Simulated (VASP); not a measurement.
Input of a VASP 6.6.1 run:

File INCAR:

```
PREC = Accurate
ENCUT = 520
EDIFF = 1E-7
ISMEAR = 0
SIGMA = 0.1
LREAL = False
LASPH = True
NELM = 60
ALGO = Fast
ISIF = 2
LWAVE = False
LCHARG = False
GGA = PE
NBANDS = 24
```

Contents of KPOINTS:

```
regular mesh
0
Gamma
  12 12 1
```

File POSCAR:

```
Be
1.0
    3.4312417482     -0.0000000047      0.0000000000
   -1.7156208700      2.9715425228      0.0000000000
    0.0000000000      0.0000000000     10.7728066695
Be
12
Direct
    0.6666666667      0.3333333333      0.6541826352
    0.6666666667      0.3333333333      0.0531401141
    0.6666666667      0.3333333333      0.4468598859
    0.6666666667      0.3333333333      0.8458173648
    0.0000000000      0.0000000000      0.2500000000
    0.3333333333      0.6666666667      0.9468598859
    0.0000000000      0.0000000000      0.7500000000
    0.6666666667      0.3333333333      0.2500000000
    0.3333333333      0.6666666667      0.3458173648
    0.3333333333      0.6666666667      0.7500000000
    0.3333333333      0.6666666667      0.1541826352
    0.3333333333      0.6666666667      0.5531401141
```

Potentials or basis: VASP PAW PBE potentials, release 64 (Be).

Launch:

```bash
$ cat potpaw_PBE.64/Be/POTCAR > POTCAR
$ mpirun -np 1 vasp_std > vasp.out
```

What does it give for the largest force?

0.009 eV/Å.

Predict the band gap on the k mesh.

zero (band 12 reaches 7.23 eV, above the bottom of band 13 at 2.94 eV).

Forces on the atoms (eV/Å):
```
Be   0.000  0.000 -0.009
Be   0.000  0.000  0.000
Be   0.000  0.000  0.000
Be   0.000  0.000  0.009
Be   0.000  0.000  0.000
Be   0.000  0.000  0.000
Be   0.000  0.000  0.000
Be   0.000  0.000  0.000
Be   0.000  0.000  0.009
Be   0.000  0.000  0.000
Be   0.000  0.000 -0.009
Be   0.000  0.000  0.000
```

Caveat: the k points lie up to 0.58 Å⁻¹ apart.
